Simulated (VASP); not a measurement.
# Fe (Fmmm) in VASP: single point with PBE

Aim: the single point of Fe with PBE.

Everything below comes from runs of VASP 6.6.1. Logs are shortened: lines on timing, memory, paths and dates and some standing lists are left out, and cuts for length are marked.

### 1 The cell of the first run

The structure is orthorhombic, space group Fmmm (No. 69). Conventional cell: a = 2.997 Å, b = 3.883 Å, c = 3.930 Å, α = 90.00°, β = 90.00°, γ = 90.00°. Within 3.2 Å of Fe (site symmetry mmm) lie 14 Fe at 2.45 to 3.00 Å.

### 2 Single point, PBE, collinear spin, ferromagnetic start

Contents of INCAR:

```
SYSTEM = Fe
PREC     = Accurate       ! precision mode
ENCUT    = 600            ! plane-wave cutoff, eV
EDIFF    = 1E-6           ! SCF threshold, eV
ISMEAR   = 0              ! smearing method
SIGMA    = 0.05           ! smearing width, eV
LREAL    = .False.        ! projectors in reciprocal space
LASPH    = .True.         ! aspherical terms in the spheres
NELM     = 200            ! most SCF steps
ALGO     = Normal         ! electronic algorithm
ISIF     = 2              ! what is computed and relaxed
LWAVE    = .False.        ! write WAVECAR
LCHARG   = .False.        ! write CHGCAR
ISPIN    = 2              ! spin polarisation
MAGMOM   = 3              ! initial moments
LORBIT   = 11             ! projections on sites
LMAXMIX  = 4              ! l up to which the mixer works
GGA      = PE             ! functional
NBANDS   = 14             ! bands
GGA_COMPAT= .False.
```

Contents of KPOINTS:

```
regular mesh
0
Gamma
  24 24 24
  0 0 0
```

Contents of POSCAR:

```
Fe
1.0
    0.0000000000      1.9417396906      1.9651051623
    1.4984397099      0.0000000000      1.9651051623
    1.4984397099      1.9417396906      0.0000000000
Fe
1
Direct
    0.0000000000      0.0000000000      0.0000000000
```

Potentials or basis: VASP PAW PBE potentials, release 64 (Fe).

On the command line:

```
$ cat potpaw_PBE.64/Fe/POTCAR > POTCAR
$ mpirun -np 1 vasp_std > vasp.out
```

OUTCAR:

```text
SYSTEM = Fe
   PREC = Accurate
   ENCUT = 600
   EDIFF = 1E-6
   ISMEAR = 0
   LREAL = .False.
   LASPH = .True.
   NELM = 200
   ISIF = 2
   ISPIN = 2
   LORBIT = 11
   GGA = PE

 ion  position               nearest neighbor table
   1  0.000  0.000  0.000-

  LATTYP: Found a face centered orthorhombic cell.
 ALAT       =     2.9968794198
 B/A-ratio  =     1.2958410524
 C/A-ratio  =     1.3114342535

  Lattice vectors:

 A1 = (   0.0000000000,   1.9417396906,   1.9651051623)
 A2 = (   1.4984397099,   0.0000000000,   1.9651051623)
 A3 = (   1.4984397099,   1.9417396906,   0.0000000000)

Analysis of symmetry for initial positions (statically):
=====================================================================
 Subroutine PRICEL returns:
 Original cell was already a primitive cell.

 Routine SETGRP: Setting up the symmetry group for a
 face centered orthorhombic supercell.

 Subroutine GETGRP returns: Found  8 space group operations
 (whereof  8 operations were pure point group operations)
 out of a pool of  8 trial point group operations.

The static configuration has the point symmetry D_2h.

Analysis of symmetry for dynamics (positions and initial velocities):
=====================================================================
 Subroutine PRICEL returns:
 Original cell was already a primitive cell.

 Routine SETGRP: Setting up the symmetry group for a
 face centered orthorhombic supercell.

 Subroutine GETGRP returns: Found  8 space group operations
 (whereof  8 operations were pure point group operations)
 out of a pool of  8 trial point group operations.

The dynamic configuration has the point symmetry D_2h.

Analysis of structural, dynamic, and magnetic symmetry:
=====================================================================
 Subroutine PRICEL returns:
 Original cell was already a primitive cell.

 Routine SETGRP: Setting up the symmetry group for a
 face centered orthorhombic supercell.

 Subroutine GETGRP returns: Found  8 space group operations
 (whereof  8 operations were pure point group operations)
 out of a pool of  8 trial point group operations.

The overall configuration has the point symmetry D_2h.

 Subroutine INISYM returns: Found  8 space group operations
 (whereof  8 operations are pure point group operations),
 and found     1 'primitive' translations

----------------------------------------------------------------------------------------

                                     Primitive cell

  volume of cell :      11.4353

  direct lattice vectors                    reciprocal lattice vectors
     0.000000000  1.941739691  1.965105162    -0.333680426  0.257501045  0.254439309
     1.498439710  0.000000000  1.965105162     0.333680426 -0.257501045  0.254439309
     1.498439710  1.941739691  0.000000000     0.333680426  0.257501045 -0.254439309

  length of vectors
     2.762605894  2.471226388  2.452687218     0.492329947  0.492329947  0.492329947

  position of ions in fractional coordinates (direct lattice)
     0.000000000  0.000000000  0.000000000

  ion indices of the primitive-cell ions
   primitive index   ion index
                 1           1

----------------------------------------------------------------------------------------

 KPOINTS: regular mesh

Automatic generation of k-mesh.
 Grid dimensions read from file:
 generate k-points for:   24   24   24

 Generating k-lattice:

  Cartesian coordinates                     Fractional coordinates (reciprocal lattice)
    -0.013903351  0.010729210  0.010601638     0.041666667  0.000000000  0.000000000
     0.013903351 -0.010729210  0.010601638     0.000000000  0.041666667  0.000000000
     0.013903351  0.010729210 -0.010601638    -0.000000000 -0.000000000  0.041666667

  Length of vectors
     0.020513748  0.020513748  0.020513748

  Shift w.r.t. Gamma in fractional coordinates (k-lattice)
     0.000000000  0.000000000  0.000000000

 Subroutine IBZKPT returns following result:
 ===========================================

 Found   1963 irreducible k-points:

 Following reciprocal coordinates:
            Coordinates               Weight
  0.000000  0.000000  0.000000      1.000000
  0.041667  0.000000 -0.000000      8.000000
  0.083333 -0.000000 -0.000000      8.000000
  0.125000 -0.000000 -0.000000      8.000000
  0.166667 -0.000000 -0.000000      8.000000
  0.208333 -0.000000 -0.000000      8.000000
[... 16 lines left out ...]
  0.416667  0.041667 -0.000000      8.000000
  0.458333  0.041667  0.000000      8.000000
 [... further k-points ...]
   k-points           NKPTS =   1963   k-points in BZ     NKDIM =   1963   number of bands    NBANDS=     14
   number of dos      NEDOS =    301   number of ions     NIONS =      1
   total plane-waves  NPLWV =   9600
   dimension x,y,z NGX =    24 NGY =   20 NGZ =   20
   dimension x,y,z NGXF=    48 NGYF=   40 NGZF=   40
   ions per type =               1
   NGX,Y,Z   is equivalent  to a cutoff of  14.44, 13.45, 13.56 a.u.
   NGXF,Y,Z  is equivalent  to a cutoff of  28.89, 26.91, 27.11 a.u.
 SYSTEM =  Fe
   PREC   = accura    normal or accurate (medium, high low for compatibility)
   ISTART =      0    job   : 0-new  1-cont  2-samecut
   ICHARG =      2    charge: 1-file 2-atom 10-const
   ISPIN  =      2    spin polarized calculation?
   LNONCOLLINEAR =      F non collinear calculations
   LSORBIT =      F    spin-orbit coupling
   LASPH  =      T    aspherical Exc in radial PAW
   ENCUT  =  600.0 eV  44.10 Ry    6.64 a.u.   5.52  4.94  4.90*2*pi/ulx,y,z
   NELM   =    200;   NELMIN=  2; NELMDL= -5     # of ELM steps
   EDIFF  = 0.1E-05   stopping-criterion for ELM
   LREAL  =      F    real-space projection
   EDIFFG = 0.1E-04   stopping-criterion for IOM
   NSW    =      0    number of steps for IOM
   IBRION =     -1    ionic relax: 0-MD 1-quasi-New 2-CG
   NFREE  =      0    steps in history (QN), initial steepest desc. (CG)
   ISIF   =      2    stress and relaxation
   ISYM   =      2    0-nonsym 1-usesym 2-fastsym
   POTIM  = 0.5000    time-step for ionic-motion
   TEBEG  =    0.0;   TEEND  =   0.0 temperature during run
   PSTRESS=    0.0 pullay stress
   NELECT =       8.0000    total number of electrons
   NUPDOWN=      -1.0000    fix difference up-down
   EMIN   =  10.00;   EMAX   =-10.00  energy-range for DOS
   EFERMI =   0.00;   METHOD = LEGACY
   ISMEAR =     0;   SIGMA  =   0.05  broadening in eV -4-tet -1-fermi 0-gaus
   EFERMI_NEDOS =   21; number of points for ismear=-14 and -15
   IALGO  =     38    algorithm
   IMIX   =      4    mixing-type and parameters
     AMIX     =   0.40;   BMIX     =  1.00
     AMIX_MAG =   1.60;   BMIX_MAG =  1.00
  volume/ion in A,a.u.               =      11.44        77.17
  Fermi-wavevector in a.u.,A,eV,Ry     =   1.453303  2.746344 28.736719  2.112089
  Thomas-Fermi vector in A             =   2.570585
   LORBIT       =     11    0 simple, 1 ext, 2 COOP (PROOUT), +10 PAW based schemes
   GGA     = PE    functional components
   LHFCALC =     F    Hartree Fock is set to
   AEXX    =    0.0000 exact exchange contribution
   IVDW    =     0    specifies the selected vdW correction
   LEPSILON=     F    determine dielectric tensor
   LRPA    =     F    only Hartree local field effects (RPA)
 spin polarized calculation
 Gauss-broadening in eV      SIGMA  =   0.05
  energy-cutoff  :      600.00
  volume of cell :       11.44
 maximum number of plane-waves:       397
 NGX is ok and might be reduce to    24
   NGX = 11   NGY =  9   NGZ =  9

 number of electron       7.9999998 magnetization       2.2203995

 Free energy of the ion-electron system (eV)
  ---------------------------------------------------
  ext. energy  EPLUGINS =         0.00000000
  ---------------------------------------------------
  free energy    TOTEN  =        -8.22426655 eV

  energy without entropy =       -8.22291059  energy(sigma->0) =       -8.22358857

 E-fermi :   5.7681     XC(G=0): -13.0781

 val. band max:        5.7679876481   @ k =  -0.1667   0.2500   0.2917
 cond. band min:       5.7692307465   @ k =  -0.3750   0.4167   0.0833
 fundamental gap:      0.0012430985
 Fermi energy:         5.7681489082

 spin component 1

 k-point     1 :       0.0000    0.0000    0.0000
  band No.  band energies     occupation
      1      -2.6392      1.00000
      2       3.3185      1.00000
      3       3.4081      1.00000
      4       3.7282      1.00000
      5       4.4302      1.00000
      6       4.8147      1.00000
      7      29.6369      0.00000
      8      31.1118      0.00000
      9      31.3710      0.00000
     10      35.2873      0.00000
     11      36.3605      0.00000
     12      36.6097      0.00000
     13      37.1357      0.00000
     14      37.2257      0.00000
[... 375 lines left out ...]
 k-point    24 :       0.4583    0.0417    0.0000
  band No.  band energies     occupation
      1       0.9120      1.00000
      2       2.6188      1.00000
      3       4.2929      1.00000
      4       4.9032      1.00000
      5       5.3523      1.00000
      6       6.2779      0.00000
      7      13.6491      0.00000
      8      24.5116      0.00000
      9      26.7436      0.00000
     10      30.2217      0.00000
     11      33.6433      0.00000
     12      37.5455      0.00000
     13      42.8852      0.00000
     14      46.9943      0.00000

 [... further k-points ...]

 Fermi energy:         5.7681489082

 spin component 2

 k-point     1 :       0.0000    0.0000    0.0000
  band No.  band energies     occupation
      1      -2.4683      1.00000
      2       5.1718      1.00000
      3       5.3197      1.00000
      4       5.8220      0.06374
      5       7.0751      0.00000
      6       7.6879      0.00000
      7      29.3526      0.00000
      8      30.8992      0.00000
      9      31.1971      0.00000
     10      35.6352      0.00000
     11      36.3737      0.00000
     12      37.6670      0.00000
     13      37.7837      0.00000
     14      37.8667      0.00000
[... 375 lines left out ...]
 k-point    24 :       0.4583    0.0417    0.0000
  band No.  band energies     occupation
      1       2.0874      1.00000
      2       4.4267      1.00000
      3       5.7297      0.86173
      4       6.9610      0.00000
      5       7.7635      0.00000
      6       8.3016      0.00000
      7      14.8896      0.00000
      8      24.5911      0.00000
      9      27.3237      0.00000
     10      30.6543      0.00000
     11      34.3064      0.00000
     12      37.7760      0.00000
     13      43.0458      0.00000
     14      47.7702      0.00000

 [... further k-points ...]

------------------------ aborting loop because EDIFF is reached ----------------------------------------

  FORCE on cell =-STRESS in cart. coord.  units (eV):
  Direction    XX          YY          ZZ          XY          YZ          ZX
  --------------------------------------------------------------------------------------
  -------------------------------------------------------------------------------------
  Total       -0.4190057      0.1956909      0.0762752      0.0000000      0.0000000      0.0000000
  in kB      -58.7062629     27.4179592     10.6867983      0.0000000      0.0000000      0.0000000
  external PRESSURE =      -6.8671685 kB  Pullay stress =       0.0000000 kB

 VOLUME and BASIS-vectors are now :
 -----------------------------------------------------------------------------
  energy-cutoff  :      600.00
  volume of cell :       11.44
      direct lattice vectors                 reciprocal lattice vectors
     0.000000000  1.941739691  1.965105162    -0.333680426  0.257501045  0.254439309
     1.498439710  0.000000000  1.965105162     0.333680426 -0.257501045  0.254439309
     1.498439710  1.941739691  0.000000000     0.333680426  0.257501045 -0.254439309

 POSITION                                       TOTAL-FORCE (eV/Angst)
 -----------------------------------------------------------------------------------
      0.00000      0.00000      0.00000         0.000000      0.000000      0.000000
 -----------------------------------------------------------------------------------
    total drift:                                0.000000      0.000000      0.000000

  FREE ENERGIE OF THE ION-ELECTRON SYSTEM (eV)
  ---------------------------------------------------
  free  energy   TOTEN  =        -8.2242665532 eV

  energy  without entropy=       -8.2229105896  energy(sigma->0) =       -8.22358857

 total charge

# of ion       s       p       d       tot
------------------------------------------
    1        0.485   0.536   6.235   7.256

 magnetization (x)

# of ion       s       p       d       tot
------------------------------------------
    1       -0.014  -0.055   2.288   2.219
```

Wall time 19 min (1 thread of Intel Xeon 8259CL, shared host); peak memory 0.64 GiB.

What came out:

* Free energy: -8.2243 eV
* Pressure: -0.7 GPa
* Net moment: 2.22 μB per cell
* Site moments: Fe +2.22 μB
* Valence electrons inside the program's atomic spheres: Fe 7.26

Stress tensor (GPa, compression positive):
```
-5.87  0.00  0.00
 0.00  2.74  0.00
 0.00  0.00  1.07
```
